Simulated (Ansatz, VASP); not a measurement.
## One calculation of BN, two programs

```xyz
4
Lattice="2.5010 0.0000 0.0000 -1.2505 2.1659 0.0000 0.0000 0.0000 6.8742" Properties=species:S:1:pos:R:3 pbc="T T T"
B     0.0442    1.4881    1.7185
B     1.2947    0.7662    5.1556
N     0.0000    1.4439    5.1556
N     1.2505    0.7220    1.7185
```

Change from the starting cell: all B atoms moved +0.062 Å, as atom 1 along Cartesian [1 1 0].

Alike in both runs: task single point; functional r2SCAN; k mesh 12 × 12 × 4; occupations gaussian, width 0.05 eV; no spin polarisation.

|  | VASP | Ansatz |
| --- | --- | --- |
| version | VASP 6.6.1 | Ansatz 0.2.0 |
| potentials or method | VASP PAW PBE potentials, release 64 (B, N), cutoff 520 eV | scalar-relativistic, plane waves, PAW |
| valence electrons in the cell | 16 | 16 |

|  | VASP | Ansatz | Ansatz less VASP |
| --- | --- | --- | --- |
| gap on the k mesh at the Fermi level (eV) | 4.84 | 4.80 | -0.042 |
| least direct gap on the mesh (eV) | 5.29 | 5.25 | -0.039 |
| pressure (GPa) | 1.8 | 1.5 | -0.35 |
| traceless stress, the component that is largest in VASP (GPa) | -2.06 | -1.43 | +0.634 |
| rms of the force components (eV/Å) | 1.520 | 1.529 | +0.0093 |

VASP's potentials were made for PBE, not for r2SCAN. Atom by atom the forces differ by 0.009 eV/Å (rms over components). With one functional, cell and mesh, what is left measures potentials, basis and numerics.
